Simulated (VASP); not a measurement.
Write the native input for VASP 6.6.1 that does the following.

| Quantity | Value |
| --- | --- |
| Task | single point |
| Functional | PBE |
| Potentials or basis | VASP PAW PBE potentials, release 64 (H, Mo_sv) |
| Cutoff | 520 eV |
| k mesh | 6 × 6 × 6 |
| Occupations | gaussian, width 0.1 eV |
| Spin | no spin polarisation |
| Dipole correction | no |
| Further INCAR settings | ALGO = Normal; EDIFF = 1e-06; NBANDS = 16 |

The structure of MoH3 lies in POSCAR:

```
MoH3
1.0
    3.5294525300      0.0000000000      0.0000000000
    0.0000000000      3.5294525300      0.0000000000
    0.0000000000      0.0000000000      3.5294525300
H Mo
3 1
Direct
    0.0000000000      0.5000000000      0.5000000000
    0.5000000000      0.0000000000      0.5000000000
    0.5000000000      0.5000000000      0.0000000000
    0.0000000000      0.0000000000      0.0000000000
```

These files were run (other wordings do the same):

INCAR

```
PREC = Accurate
ENCUT = 520
EDIFF = 1E-6
ISMEAR = 0
SIGMA = 0.1
LREAL = False
LASPH = True
NELM = 60
ALGO = Normal
ISIF = 2
LWAVE = False
LCHARG = True
GGA = PE
LELF = True
LVHAR = True
NBANDS = 16
```

KPOINTS

```
Automatic mesh
0
Gamma
  6 6 6
```

Potentials or basis: VASP PAW PBE potentials, release 64 (H, Mo_sv).

Launch:

```console
$ cat potpaw_PBE.64/H/POTCAR potpaw_PBE.64/Mo_sv/POTCAR > POTCAR
$ mpirun -np 1 vasp_std > vasp.out
```

It gave:

The pressure is -34.8 GPa.

It took 21 s on 1 thread of Intel(R) Xeon(R) Platinum 8259CL CPU @ 2.50GHz (Skylake/Cascade Lake) (shared host), peak memory 0.16 GiB.
